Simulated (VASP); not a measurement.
Input of a VASP 6.6.1 run:

File POSCAR:

```
C
1.0
    0.0000000000     -4.2535130786      0.0000000000
   -2.4558424086     -2.1267565393     -3.5617636578
    2.4558424086     -2.1267565393     -3.5617636578
C
8
Direct
    0.8166720072      0.4856035799      0.5143964201
    0.8332960723      0.0000000000      0.0000000000
    0.3332960723      0.7500000000      0.2500000000
    0.3332960723      0.2500000000      0.7500000000
    0.1667039277      0.5000000000      0.5000000000
    0.1667039277      0.0000000000      1.0000000000
    0.6667039277      0.7500000000      0.2500000000
    0.6667039277      0.2500000000      0.7500000000
```

INCAR.step1

```
PREC = Accurate ; ENCUT = 520
ISMEAR = 0 ; SIGMA = 0.05
LREAL = F ; LASPH = T
NELM = 80 ; NBANDS = 26
GGA = PE ; ALGO = Normal
EDIFF = 1E-4 ; LWAVE = T
LCHARG = F
```

Contents of INCAR.step2:

```
PREC = Accurate ; ENCUT = 520
EDIFF = 1E-6 ; ISMEAR = 0
SIGMA = 0.05 ; LREAL = F
LASPH = T ; NELM = 80
ALGO = Normal ; ISIF = 2
LWAVE = F ; LCHARG = F
METAGGA = R2SCAN ; LMIXTAU = T
NBANDS = 26 ; ISTART = 1
```

Contents of KPOINTS:

```
regular mesh
0
Gamma
  8 8 8
```

Potentials or basis: VASP PAW PBE potentials, release 64 (C).

Run with:

```sh
$ cat potpaw_PBE.64/C/POTCAR > POTCAR
$ cp INCAR.step1 INCAR
$ mpirun -np 1 vasp_std > vasp.out
$ cp INCAR.step2 INCAR
$ mpirun -np 1 vasp_std > vasp.out
```

Task: Estimate the pressure.

Result: 1.9 GPa.

Task: Estimate the largest force.

Result: 7.143 eV/Å.

Stress tensor (GPa, compression positive):
```
 4.87  2.16  0.00
 2.16  0.97  0.00
 0.00  0.00 -0.05
```

Caveat: the cell differs from its parent crystal (atom 1 (C) moved +0.100 Å along Cartesian [1 1 0]); the PAW data sets were made with another functional, which shifts forces and pressure a little.
